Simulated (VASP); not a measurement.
## W3S: single point with PBE

The system is W3S, a slab with vacuum.

```
W S
1.0
     2.85459    0.00000    0.00000
    -1.42730    2.47215    0.00000
     0.00000    0.00000   20.19711
W S
3 1
Direct
  0.66667 0.33333 0.19805
  0.33333 0.66667 0.31433
  0.00000 0.00000 0.43061
  0.50000 0.33333 0.52146
```

```yaml
Program: VASP 6.6.1
Task: single point
Functional: PBE
Potentials_or_basis: VASP PAW PBE potentials, release 64 (W_sv, S)
Cutoff: 520 eV
k_mesh: 9 × 9 × 1
Occupations: gaussian, width 0.1 eV
Spin: no spin polarisation
Dipole_correction: yes
Further_INCAR_settings: ALGO = Normal; EDIFF = 1e-07; NBANDS = 32
```

```json
{
  "Largest force": "2.408 eV/Å",
  "Band gap on the k mesh": "zero (band 24 reaches 2.30 eV, above the bottom of band 25 at 1.92 eV)"
}
```

Forces in eV/Å, atoms in the order of the input:
```
W   -0.033 -0.002 -0.268
W   -0.222  0.038 -0.055
W   -2.037 -0.773  0.297
S    2.293  0.737  0.026
```

Levels at points of the mesh, in eV from the Fermi level:
| k point | band 20 | band 21 | band 22 | band 23 | band 24 | band 25 | band 26 | band 27 | band 28 | band 29 |
| --- | --- | --- | --- | --- | --- | --- | --- | --- | --- | --- |
| (0.00, 0.00, 0.00) | -1.24 | -1.11 | -0.73 | -0.56 | -0.08 | -0.07 | 0.12 | 0.31 | 1.48 | 2.32 |

Run time: 2.7 min on 1 thread of Intel(R) Xeon(R) 6975P-C (Granite Rapids), on a shared host, peak memory 0.35 GiB.

Caveat: spin-orbit coupling is left out, which moves the levels of the heavy elements.
